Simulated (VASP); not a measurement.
Here is a VASP 6.6.1 calculation.

File INCAR:

```
ALGO     = Normal         # electronic algorithm
EDIFF    = 1E-6           # SCF threshold, eV
ENCUT    = 520            # plane-wave cutoff, eV
GGA      = PE             # functional
ISIF     = 2              # what is computed and relaxed
ISMEAR   = 0              # smearing method
LASPH    = T              # aspherical terms in the spheres
LCHARG   = F              # write CHGCAR
LREAL    = F              # projectors in reciprocal space
LWAVE    = F              # write WAVECAR
NBANDS   = 22             # bands
NELM     = 80             # most SCF steps
PREC     = Accurate       # precision mode
SIGMA    = 0.2            # smearing width, eV
```

The input KPOINTS:

```
k-points
0
Gamma
  4 4 4
```

File POSCAR:

```
Be4Se3
1.0
    4.9535784185      0.0000000000      0.0000000000
    0.0000000000      4.9535784185      0.0000000000
    0.0000000000      0.0000000000      4.9535784185
Be Se
4 3
Direct
    0.7674289638      0.7674289638      0.2325710362
    0.7674289638      0.2325710362      0.7674289638
    0.2325710362      0.2325710362      0.2325710362
    0.2325710362      0.7674289638      0.7674289638
    0.5000000000      0.0000000000      0.5000000000
    0.0000000000      0.5000000000      0.5000000000
    0.5000000000      0.5000000000      0.0000000000
```

Potentials or basis: VASP PAW PBE potentials, release 64 (Be, Se).

Launch:

```bash
$ cat potpaw_PBE.64/Be/POTCAR potpaw_PBE.64/Se/POTCAR > POTCAR
$ mpirun -np 1 vasp_std > vasp.out
```

Problem. What does it give for the band gap on the k mesh?

Solution. 0.94 eV.

Problem. Estimate the pressure.

Solution. 0.1 GPa.

Forces in eV/Å, atoms in the order of the input:
```
Be   0.016  0.016 -0.016
Be   0.016 -0.016  0.016
Be  -0.016 -0.016 -0.016
Be  -0.016  0.016  0.016
Se   0.000  0.000  0.000
Se   0.000  0.000  0.000
Se   0.000  0.000  0.000
```

Caveat: the cell differs from its parent crystal (atoms taken out). A k mesh can miss the band edges.
